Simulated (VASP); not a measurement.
Here is a VASP 6.6.1 calculation.

INCAR

```
SYSTEM = BaTe
PREC = Accurate ; ENCUT = 520
EDIFF = 1E-8 ; ISMEAR = -1
SIGMA = 0.05 ; LREAL = .False.
LASPH = .True. ; NELM = 80
ALGO = Normal ; ISIF = 2
LWAVE = .False. ; LCHARG = .False.
GGA = PS ; LEFG = .True.
NBANDS = 15
```

File KPOINTS:

```
Automatic mesh
0
Gamma
  10 10 10
  0 0 0
```

The input POSCAR:

```
BaTe
1.0
    0.0000000000      3.4213289869      3.4213289869
    3.4213289869      0.0000000000      3.4213289869
    3.4213289869      3.4213289869      0.0000000000
Ba Te
1 1
Direct
    0.0000000000      0.0000000000      0.0000000000
    0.5000000000      0.5000000000      0.5000000000
```

Potentials or basis: VASP PAW PBE potentials, release 64 (Ba_sv, Te).

Launch:

```console
$ cat potpaw_PBE.64/Ba_sv/POTCAR potpaw_PBE.64/Te/POTCAR > POTCAR
$ mpirun -np 1 vasp_std > vasp.out
```

Q: Predict the pressure.

A: 2.0 GPa.

Q: What does it give for the band gap on the k mesh?

A: 1.26 eV (least direct gap 1.65 eV).

Caveat: the PAW data sets were made with another functional, which shifts forces and pressure a little; spin-orbit coupling is left out, which moves the levels of the heavy elements. A k mesh can miss the band edges.
